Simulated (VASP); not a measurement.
# SnO (Romarchite) (P4/nmm) in VASP: further runs

The runs below take SnO (Romarchite) through single point, with PBE, r2SCAN.

Program: VASP 6.6.1. These are calculated values, not measurements. Logs are shortened: lines on timing, memory, paths and dates and some standing lists are left out, and cuts for length are marked.

## (1) The cell of the first run

Symmetry: P4/nmm, No. 129, tetragonal system. Conventional cell: a = 3.793 Å, b = 3.793 Å, c = 4.758 Å, α = 90.00°, β = 90.00°, γ = 90.00°. Sn (site symmetry 4mm) has 4 O at 2.22 Å within 2.9 Å. O (site symmetry -4m2) has 4 Sn at 2.22 Å and 4 O at 2.68 Å within 2.9 Å.

## (2) Single point, PBE

INCAR reads:

```
ALGO = Normal
EDIFF = 1E-7
ENCUT = 520
GGA = PE
ISIF = 2
ISMEAR = -1
LASPH = True
LCHARG = False
LREAL = False
LWAVE = False
NBANDS = 28
NELM = 60
PREC = Accurate
SIGMA = 0.02
```

KPOINTS reads:

```
k-points
0
Gamma
  6 6 6
```

POSCAR reads:

```
SnO
1.0
    3.7926488446      0.0000000000      0.0000000000
    0.0000000000      3.7926488446      0.0000000000
    0.0000000000      0.0000000000      4.7582137846
Sn O
2 2
Direct
    0.5000000000      0.0000000000      0.2410340871
    0.0000000000      0.5000000000      0.7589659129
    0.0000000000      0.0000000000      0.0000000000
    0.5000000000      0.5000000000      0.0000000000
```

Potentials or basis: VASP PAW PBE potentials, release 64 (Sn_d, O).

Launch:

```sh
$ cat potpaw_PBE.64/Sn_d/POTCAR potpaw_PBE.64/O/POTCAR > POTCAR
$ mpirun -np 1 vasp_std > vasp.out
```

OUTCAR:

```text
EDIFF = 1E-7
   ENCUT = 520
   GGA = PE
   ISIF = 2
   ISMEAR = -1
   LASPH = True
   LREAL = False
   NELM = 60
   PREC = Accurate

 ion  position               nearest neighbor table
   1  0.500  0.000  0.241-   3 2.22   4 2.22   4 2.22   3 2.22   2 3.53   2 3.53   2 3.53   2 3.53
                             2 3.64   2 3.64   2 3.64   2 3.64
   2  0.000  0.500  0.759-   3 2.22   4 2.22   3 2.22   4 2.22   1 3.53   1 3.53   1 3.53   1 3.53
                             1 3.64   1 3.64   1 3.64   1 3.64
   3  0.000  0.000  0.000-   1 2.22   2 2.22   2 2.22   1 2.22
   4  0.500  0.500  0.000-   1 2.22   2 2.22   1 2.22   2 2.22

  LATTYP: Found a simple tetragonal cell.
 ALAT       =     3.7926488446
 C/A-ratio  =     1.2545885421

  Lattice vectors:

 A1 = (   3.7926488446,   0.0000000000,   0.0000000000)
 A2 = (   0.0000000000,   3.7926488446,   0.0000000000)
 A3 = (   0.0000000000,   0.0000000000,   4.7582137846)

Analysis of symmetry for initial positions (statically):
=====================================================================
 Subroutine PRICEL returns:
 Original cell was already a primitive cell.

 Routine SETGRP: Setting up the symmetry group for a
 simple tetragonal supercell.

 Subroutine GETGRP returns: Found 16 space group operations
 (whereof  8 operations were pure point group operations)
 out of a pool of 16 trial point group operations.

The static configuration has the point symmetry D_2d.
 The point group associated with its full space group is D_4h.

Analysis of symmetry for dynamics (positions and initial velocities):
=====================================================================
 Subroutine PRICEL returns:
 Original cell was already a primitive cell.

 Routine SETGRP: Setting up the symmetry group for a
 simple tetragonal supercell.

 Subroutine GETGRP returns: Found 16 space group operations
 (whereof  8 operations were pure point group operations)
 out of a pool of 16 trial point group operations.

The dynamic configuration has the point symmetry D_2d.
 The point group associated with its full space group is D_4h.

 Subroutine INISYM returns: Found 16 space group operations
 (whereof  8 operations are pure point group operations),
 and found     1 'primitive' translations

----------------------------------------------------------------------------------------

                                     Primitive cell

  volume of cell :      68.4430

  direct lattice vectors                    reciprocal lattice vectors
     3.792648845  0.000000000  0.000000000     0.263667964  0.000000000  0.000000000
     0.000000000  3.792648845  0.000000000     0.000000000  0.263667964  0.000000000
     0.000000000  0.000000000  4.758213785     0.000000000  0.000000000  0.210162898

  length of vectors
     3.792648845  3.792648845  4.758213785     0.263667964  0.263667964  0.210162898

  position of ions in fractional coordinates (direct lattice)
     0.500000000  0.000000000  0.241034087
     0.000000000  0.500000000  0.758965913
     0.000000000  0.000000000  0.000000000
     0.500000000  0.500000000  0.000000000

  ion indices of the primitive-cell ions
   primitive index   ion index
                 1           1
                 2           2
                 3           3
                 4           4

----------------------------------------------------------------------------------------

 KPOINTS: k-points

Automatic generation of k-mesh.
 Grid dimensions read from file:
 generate k-points for:    6    6    6

 Generating k-lattice:

  Cartesian coordinates                     Fractional coordinates (reciprocal lattice)
     0.043944661  0.000000000  0.000000000     0.166666667  0.000000000  0.000000000
     0.000000000  0.043944661  0.000000000     0.000000000  0.166666667  0.000000000
     0.000000000  0.000000000  0.035027150     0.000000000  0.000000000  0.166666667

  Length of vectors
     0.043944661  0.043944661  0.035027150

  Shift w.r.t. Gamma in fractional coordinates (k-lattice)
     0.000000000  0.000000000  0.000000000

 Subroutine IBZKPT returns following result:
 ===========================================

 Found     40 irreducible k-points:

 Following reciprocal coordinates:
            Coordinates               Weight
  0.000000  0.000000  0.000000      1.000000
  0.166667  0.000000  0.000000      4.000000
  0.333333  0.000000  0.000000      4.000000
  0.500000  0.000000  0.000000      2.000000
  0.166667  0.166667  0.000000      4.000000
  0.333333  0.166667  0.000000      8.000000
[... 16 lines left out ...]
  0.333333  0.000000  0.333333      8.000000
  0.500000  0.000000  0.333333      4.000000
 [... further k-points ...]
   k-points           NKPTS =     40   k-points in BZ     NKDIM =     40   number of bands    NBANDS=     28
   number of dos      NEDOS =    301   number of ions     NIONS =      4
   total plane-waves  NPLWV =  28224
   dimension x,y,z NGX =    28 NGY =   28 NGZ =   36
   dimension x,y,z NGXF=    56 NGYF=   56 NGZF=   72
   ions per type =               2   2
   NGX,Y,Z   is equivalent  to a cutoff of  12.27, 12.27, 12.58 a.u.
   NGXF,Y,Z  is equivalent  to a cutoff of  24.55, 24.55, 25.16 a.u.
 SYSTEM =  unknown system
   PREC   = accura    normal or accurate (medium, high low for compatibility)
   ISTART =      0    job   : 0-new  1-cont  2-samecut
   ICHARG =      2    charge: 1-file 2-atom 10-const
   ISPIN  =      1    spin polarized calculation?
   LNONCOLLINEAR =      F non collinear calculations
   LSORBIT =      F    spin-orbit coupling
   LASPH  =      T    aspherical Exc in radial PAW
   ENCUT  =  520.0 eV  38.22 Ry    6.18 a.u.   7.05  7.05  8.85*2*pi/ulx,y,z
   NELM   =     60;   NELMIN=  2; NELMDL= -5     # of ELM steps
   EDIFF  = 0.1E-06   stopping-criterion for ELM
   LREAL  =      F    real-space projection
   EDIFFG = 0.1E-05   stopping-criterion for IOM
   NSW    =      0    number of steps for IOM
   IBRION =     -1    ionic relax: 0-MD 1-quasi-New 2-CG
   NFREE  =      0    steps in history (QN), initial steepest desc. (CG)
   ISIF   =      2    stress and relaxation
   ISYM   =      2    0-nonsym 1-usesym 2-fastsym
   POTIM  = 0.5000    time-step for ionic-motion
   TEBEG  =    0.0;   TEEND  =   0.0 temperature during run
   PSTRESS=    0.0 pullay stress
   NELECT =      40.0000    total number of electrons
   NUPDOWN=      -1.0000    fix difference up-down
   EMIN   =  10.00;   EMAX   =-10.00  energy-range for DOS
   EFERMI =   0.00;   METHOD = LEGACY
   ISMEAR =    -1;   SIGMA  =   0.02  broadening in eV -4-tet -1-fermi 0-gaus
   EFERMI_NEDOS =   21; number of points for ismear=-14 and -15
   IALGO  =     38    algorithm
   IMIX   =      4    mixing-type and parameters
     AMIX     =   0.40;   BMIX     =  1.00
     AMIX_MAG =   1.60;   BMIX_MAG =  1.00
  volume/ion in A,a.u.               =      17.11       115.47
  Fermi-wavevector in a.u.,A,eV,Ry     =   1.368732  2.586528 25.489526  1.873427
  Thomas-Fermi vector in A             =   2.494670
   LORBIT       =      0    0 simple, 1 ext, 2 COOP (PROOUT), +10 PAW based schemes
   GGA     = PE    functional components
[... 5 lines left out ...]
 non-spin polarized calculation
  energy-cutoff  :      520.00
  volume of cell :       68.44
 maximum number of plane-waves:      1868
   NGX = 15   NGY = 15   NGZ = 17

 number of electron      39.9999997 magnetization

 Free energy of the ion-electron system (eV)
  ---------------------------------------------------
  ext. energy  EPLUGINS =         0.00000000
  ---------------------------------------------------
  free energy    TOTEN  =       -22.63874577 eV

  energy without entropy =      -22.63820350  energy(sigma->0) =      -22.63847464

 E-fermi :   7.4547     XC(G=0): -10.3881

 val. band max:        7.4402662661   @ k =   0.5000   0.5000   0.0000
 cond. band min:       7.5028179419   @ k =   0.0000   0.0000   0.0000
 fundamental gap:      0.0625516758
 Fermi energy:         7.4547038323

 k-point     1 :       0.0000    0.0000    0.0000
  band No.  band energies     occupation
      1     -14.6204      2.00000
      2     -14.1600      2.00000
      3     -14.1600      2.00000
      4     -14.1516      2.00000
      5     -14.1094      2.00000
      6     -14.1051      2.00000
[... 20 lines left out ...]
     27      14.1863      0.00000
     28      14.5587      0.00000

 k-point     2 :       0.1667    0.0000    0.0000
  band No.  band energies     occupation
      1     -14.6050      2.00000
      2     -14.1766      2.00000
      3     -14.1541      2.00000
      4     -14.1522      2.00000
      5     -14.1223      2.00000
      6     -14.1112      2.00000
[... 20 lines left out ...]
     27      14.4526      0.00000
     28      16.4592      0.00000

 k-point     3 :       0.3333    0.0000    0.0000
  band No.  band energies     occupation
      1     -14.5621      2.00000
      2     -14.3493      2.00000
      3     -14.1372      2.00000
      4     -14.1335      2.00000
      5     -14.1143      2.00000
      6     -14.1133      2.00000
[... 20 lines left out ...]
     27      14.9455      0.00000
     28      17.6489      0.00000

 k-point     4 :       0.5000    0.0000    0.0000
  band No.  band energies     occupation
      1     -14.4836      2.00000
      2     -14.4836      2.00000
      3     -14.1183      2.00000
      4     -14.1183      2.00000
      5     -14.1183      2.00000
      6     -14.1183      2.00000
[... 578 lines left out ...]
     27      15.4467      0.00000
     28      16.5831      0.00000

 k-point    23 :       0.3333    0.0000    0.3333
  band No.  band energies     occupation
      1     -14.5632      2.00000
      2     -14.3748      2.00000
      3     -14.1527      2.00000
      4     -14.1294      2.00000
      5     -14.1194      2.00000
      6     -14.1159      2.00000
[... 20 lines left out ...]
     27      15.9359      0.00000
     28      17.7529      0.00000

 k-point    24 :       0.5000    0.0000    0.3333
  band No.  band energies     occupation
      1     -14.4983      2.00000
      2     -14.4983      2.00000
      3     -14.1490      2.00000
      4     -14.1490      2.00000
      5     -14.1113      2.00000
      6     -14.1113      2.00000
[... 20 lines left out ...]
     27      16.6631      0.00000
     28      16.6631      0.00000

 [... further k-points ...]
[... 5 lines left out ...]
  --------------------------------------------------------------------------------------
  -------------------------------------------------------------------------------------
  Total        2.5329542      2.5329542      2.1507761      0.0000000     -0.0000000      0.0000000
  in kB       59.2937197     59.2937197     50.3473439      0.0000000     -0.0000000      0.0000000
  external PRESSURE =      56.3115945 kB  Pullay stress =       0.0000000 kB

 VOLUME and BASIS-vectors are now :
 -----------------------------------------------------------------------------
  energy-cutoff  :      520.00
  volume of cell :       68.44
      direct lattice vectors                 reciprocal lattice vectors
     3.792648845  0.000000000  0.000000000     0.263667964  0.000000000  0.000000000
     0.000000000  3.792648845  0.000000000     0.000000000  0.263667964  0.000000000
     0.000000000  0.000000000  4.758213785     0.000000000  0.000000000  0.210162898

 POSITION                                       TOTAL-FORCE (eV/Angst)
 -----------------------------------------------------------------------------------
      1.89632      0.00000      1.14689         0.000000      0.000000      0.582948
      0.00000      1.89632      3.61132        -0.000000      0.000000     -0.582948
      0.00000      0.00000      0.00000        -0.000000      0.000000      0.000000
      1.89632      1.89632      0.00000        -0.000000     -0.000000      0.000000
 -----------------------------------------------------------------------------------
    total drift:                                0.000000      0.000000     -0.000000

  FREE ENERGIE OF THE ION-ELECTRON SYSTEM (eV)
  ---------------------------------------------------
  free  energy   TOTEN  =       -22.6387457733 eV

  energy  without entropy=      -22.6382034989  energy(sigma->0) =      -22.63847464
```

It took 78 s on 1 thread of Intel Xeon Platinum 8259CL at 2.50GHz (Skylake/Cascade Lake), shared host; peak memory 0.2 GiB.

What came out:

| Item | Value |
| --- | --- |
| Free energy | -22.6387 eV |
| Pressure | 5.6 GPa |
| Largest force | 0.583 eV/Å |
| Band gap on the k mesh | zero (band 20 reaches 7.50 eV, above the bottom of band 21 at 7.44 eV) |

Forces on the atoms (eV/Å):
```
Sn   0.000  0.000  0.583
Sn   0.000  0.000 -0.583
O    0.000  0.000  0.000
O    0.000  0.000  0.000
```

Stress tensor (GPa, compression positive):
```
5.93 0.00 0.00
0.00 5.93 0.00
0.00 0.00 5.03
```

Levels at points of the mesh, in eV from the Fermi level:
| k point | band 16 | band 17 | band 18 | band 19 | band 20 | band 21 | band 22 | band 23 | band 24 | band 25 |
| --- | --- | --- | --- | --- | --- | --- | --- | --- | --- | --- |
| (0.00, 0.00, 0.00) | -6.39 | -3.55 | -3.25 | -3.25 | 0.05 | 2.21 | 4.57 | 4.64 | 4.64 | 5.87 |
| (0.50, 0.00, 0.00) | -5.09 | -4.95 | -4.95 | -2.78 | -2.78 | 3.32 | 3.32 | 5.94 | 5.94 | 6.16 |
| (0.50, 0.50, 0.00) | -5.22 | -2.58 | -2.58 | -1.88 | -1.88 | -0.01 | -0.01 | 4.52 | 4.52 | 7.49 |
| (0.00, 0.00, 0.50) | -3.63 | -3.27 | -3.27 | -2.96 | -2.25 | 1.72 | 2.88 | 2.88 | 3.66 | 8.12 |
| (0.50, 0.00, 0.50) | -5.59 | -4.90 | -4.90 | -1.76 | -1.76 | 2.69 | 2.69 | 5.41 | 5.41 | 6.83 |
| (0.50, 0.50, 0.50) | -5.72 | -2.75 | -2.75 | -2.58 | -2.58 | 2.31 | 2.31 | 4.22 | 4.22 | 5.68 |

Caveat: spin-orbit coupling is left out, which moves the levels of the heavy elements.

(Continued in part 2 of 2.)
